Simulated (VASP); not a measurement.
# Li in VASP: further runs, part 2 of 2

VASP 6.6.1. The steps go on from the part before.

## Step 5: Relaxation of cell and atoms, PBE

This run uses another cell than the first one, of 22.75 Å³/atom, 1.098 times its volume.

Input file INCAR:

```
ALGO = Normal ; EDIFF = 1E-6
EDIFFG = -0.04 ; ENCUT = 600
GGA = PE ; IBRION = 2
ISIF = 3 ; ISMEAR = 0
LASPH = T ; LCHARG = F
LREAL = F ; LWAVE = F
NELM = 100 ; NSW = 90
PREC = Accurate ; SIGMA = 0.1
```

Input file KPOINTS:

```
k-points
0
Gamma
  6 6 4
```

Input file POSCAR:

```
Li
1.0
    5.6510002155      0.0000000000      0.0000000000
   -2.8255001078      4.8939097434      0.0000000000
    0.0000000000      0.0000000000      4.1133609456
Li
5
Direct
    0.3333333333      0.6666666667      0.5081900000
    0.6666666667      0.3333333333      0.4918100000
    0.0000000000      0.6666650000      0.0000000000
    0.3333350000      0.3333350000      0.0000000000
    0.6666650000      0.0000000000      0.0000000000
```

Potentials or basis: VASP PAW PBE potentials, release 64 (Li_sv).

Launch:

```sh
$ cat potpaw_PBE.64/Li_sv/POTCAR > POTCAR
$ mpirun -np 1 vasp_std > vasp.out
```

OUTCAR:

```text
EDIFF = 1E-6
   EDIFFG = -0.04
   ENCUT = 600
   GGA = PE
   IBRION = 2
   ISIF = 3
   ISMEAR = 0
   LASPH = T
   LREAL = F
   NELM = 100
   NSW = 90
   PREC = Accurate

 ion  position               nearest neighbor table
   1  0.333  0.667  0.508-
   2  0.667  0.333  0.492-
   3  0.000  0.667  0.000-
   4  0.333  0.333  0.000-
   5  0.667  0.000  0.000-

  LATTYP: Found a hexagonal cell.
 ALAT       =     5.6510002155
 C/A-ratio  =     0.7278996264

  Lattice vectors:

 A1 = (   5.6510002155,   0.0000000000,   0.0000000000)
 A2 = (  -2.8255001078,   4.8939097434,   0.0000000000)
 A3 = (   0.0000000000,   0.0000000000,   4.1133609456)

Analysis of symmetry for initial positions (statically):
=====================================================================
[... 295 lines left out ...]

--------------------------------------- Ionic step        9  -------------------------------------------

 number of electron      14.9999985 magnetization

------------------------ aborting loop because EDIFF is reached ----------------------------------------
[... 73 lines left out ...]
--------------------------------------- Ionic step       11  -------------------------------------------

 number of electron      14.9999996 magnetization

 Free energy of the ion-electron system (eV)
  ---------------------------------------------------
  ext. energy  EPLUGINS =         0.00000000
  ---------------------------------------------------
  free energy    TOTEN  =        -8.94256822 eV

  energy without entropy =       -8.93250793  energy(sigma->0) =       -8.93753807

 E-fermi :   0.5412     XC(G=0):  -6.9296

 val. band max:        0.5255690158   @ k =   0.3333   0.1667   0.5000
 cond. band min:       0.5696309119   @ k =   0.5000   0.0000   0.2500
 fundamental gap:      0.0440618961
 Fermi energy:         0.5411648432

 k-point     1 :       0.0000    0.0000    0.0000
  band No.  band energies     occupation
      1     -46.3021      2.00000
      2     -46.2846      2.00000
      3     -46.2846      2.00000
      4     -46.2124      2.00000
      5     -46.2115      2.00000
      6      -2.9700      2.00000
      7       1.0007      0.00000
      8       1.0007      0.00000
      9       1.6863      0.00000
     10       2.3978      0.00000
     11       2.7454      0.00000
[... 352 lines left out ...]
  FREE ENERGIE OF THE ION-ELECTRON SYSTEM (eV)
  ---------------------------------------------------
  free  energy   TOTEN  =        -8.9425682168 eV

  energy  without entropy=       -8.9325079288  energy(sigma->0) =       -8.93753807

 reached required accuracy - stopping structural energy minimisation
```

OSZICAR:

```text
N       E                     dE             d eps       ncg     rms          rms(c)
DAV:   1     0.481545419909E+02    0.48155E+02   -0.78353E+03   528   0.136E+03
DAV:   2     0.829201810830E+01   -0.39863E+02   -0.38663E+02   564   0.246E+02
DAV:   3    -0.751840984448E+01   -0.15810E+02   -0.15632E+02  1008   0.765E+01
DAV:   4    -0.869091957428E+01   -0.11725E+01   -0.11680E+01   669   0.402E+01
[... 92 lines left out ...]
DAV:   3    -0.894265738042E+01   -0.20025E-04   -0.12658E-02   839   0.122E+00    0.145E-01
DAV:   4    -0.894255751515E+01    0.99865E-04   -0.61150E-04   900   0.212E-01    0.160E-02
DAV:   5    -0.894256546334E+01   -0.79482E-05   -0.87199E-05   788   0.872E-02    0.613E-03
DAV:   6    -0.894256760285E+01   -0.21395E-05   -0.36517E-06   681   0.180E-02    0.207E-03
DAV:   7    -0.894256821681E+01   -0.61395E-06   -0.57989E-07   306   0.865E-03
  11 F= -.89425682E+01 E0= -.89375381E+01  d E =-.347550E-02
```

CONTCAR:

```text
Li
   1.00000000000000
     5.6822511872440353   -0.0000000000001104    0.0000000000000000
    -2.8411255936723894    4.9209738788232054    0.0000000000000000
    -0.0000000000000000    0.0000000000000000    3.7744795831237816
  Li
     5
Direct
     0.3333333332999970    0.6666666667000030    0.4995641884689191
     0.6666666667000030    0.3333333332999970    0.5004358115310810
     0.9999999999999971    0.7140989740753080    0.0000000000000000
     0.2859010259246964    0.2859010259246956    0.0000000000000000
     0.7140989740753062    0.9999999999999963    0.0000000000000000

  0.00000000E+00  0.00000000E+00  0.00000000E+00
  0.00000000E+00  0.00000000E+00  0.00000000E+00
  0.00000000E+00  0.00000000E+00  0.00000000E+00
  0.00000000E+00  0.00000000E+00  0.00000000E+00
  0.00000000E+00  0.00000000E+00  0.00000000E+00
```

Run time: 2.9 min. Hardware: 1 thread of Intel Xeon Platinum 8124M at 3.00GHz (Skylake/Cascade Lake), shared host; peak memory 0.27 GiB.

What came out:

```yaml
Free_energy: -8.9426 eV
Relaxed_volume: 21.11 Å³/atom
Relaxed_cell: a = 5.682 Å, b = 5.682 Å, c = 3.774 Å, α = 90.00°, β = 90.00°, γ = 120.00°
Space_group_after_relaxing_to_0.05_Å: P-62m (No. 189)
Energy_gained_by_relaxing: 30.7 meV/atom
Ionic_steps: 11
Pressure_after_relaxing: -0.1 GPa
Largest_force_after_relaxing: 0.012 eV/Å
```

Forces in eV/Å, atoms in the order of the input:
```
Li   0.000  0.000  0.003
Li   0.000  0.000 -0.003
Li  -0.006  0.010  0.000
Li  -0.006 -0.010  0.000
Li   0.012  0.000  0.000
```

The path:
```tsv
step	energy change (eV)	largest force (eV/Å)	pressure (GPa)	volume (Å³)
1	0.0000	0.3680	-0.02	113.76
2	-0.0226	0.3373	-0.10	113.71
3	-0.0748	0.2302	-0.29	113.54
4	-0.0968	0.0574	-0.47	113.10
5	-0.1027	0.0533	-0.44	113.27
6	-0.1135	0.0452	-0.26	110.84
7	-0.1271	0.0157	0.22	105.14
8	-0.1391	0.0305	0.19	104.92
9	-0.1495	0.0908	0.15	103.92
10	-0.1503	0.0780	0.15	104.10
11	-0.1537	0.0118	-0.08	105.54
```

Final structure:
```
Li
1.0
     5.68225    0.00000    0.00000
    -2.84113    4.92097    0.00000
     0.00000    0.00000    3.77448
Li
5
Direct
  0.33333 0.66667 0.49956
  0.66667 0.33333 0.50044
  0.00000 0.71410 0.00000
  0.28590 0.28590 0.00000
  0.71410 0.00000 0.00000
```

Levels at points of the mesh, in eV from the Fermi level:
```csv
k point,band 5,band 6,band 7,band 8,band 9,band 10
"(0.00, 0.00, 0.00)",-46.75,-3.51,0.46,0.46,1.15,1.86
"(0.50, 0.00, 0.00)",-46.75,-2.39,-2.31,-0.47,0.65,4.06
"(0.00, 0.00, 0.50)",-46.75,-1.53,-1.51,2.01,2.19,2.19
"(0.50, 0.00, 0.50)",-46.75,-0.76,-0.54,-0.16,-0.07,1.19
```

Caveat: the k points lie up to 0.42 Å⁻¹ apart in the final cell; the cutoff is under 1.25 times the usual one of these potentials, so pressure, stress and relaxed cells hold a basis-set (Pulay) error.

## Step 6: Overview

| task | cell | k mesh | cutoff (eV) | gap on the mesh (eV) | pressure (GPa) | relaxed volume (Å³/atom) | largest force (eV/Å) |
| --- | --- | --- | --- | --- | --- | --- | --- |
| single point | a = 5.971, b = 5.971, c = 3.355 Å, angles 90.0, 90.0, 120.0°, 5 atoms | 9 × 9 × 10 | 520 | none | - | - | - |
| relaxation of cell and atoms | relaxed from a = 5.697, b = 5.697, c = 3.812 Å, angles 90.0, 90.0, 120.0°, 5 atoms | 9 × 9 × 10 | 600 | none | 0.0 | 20.54 | - |
| single point | a = 5.697, b = 5.697, c = 3.812 Å, angles 90.0, 90.0, 120.0°, 5 atoms | 6 × 6 × 4 | 520 | none | - | - | 0.01 |
| relaxation of cell and atoms | relaxed from a = 5.651, b = 5.651, c = 4.113 Å, angles 90.0, 90.0, 120.0°, 5 atoms | 6 × 6 × 4 | 600 | none | -0.1 | 21.11 | 0.01 |

Alike in all rows: level PBE; potentials or basis VASP PAW PBE potentials, release 64 (Li_sv); no spin polarisation; smearing gaussian 0.1 eV.

Caveats: some runs use coarse meshes; the cutoff is under 1.25 times the usual one of these potentials, so pressure, stress and relaxed cells hold a basis-set (Pulay) error.

Total energies depend on the potentials used, so only differences within one code and one set of settings carry meaning.
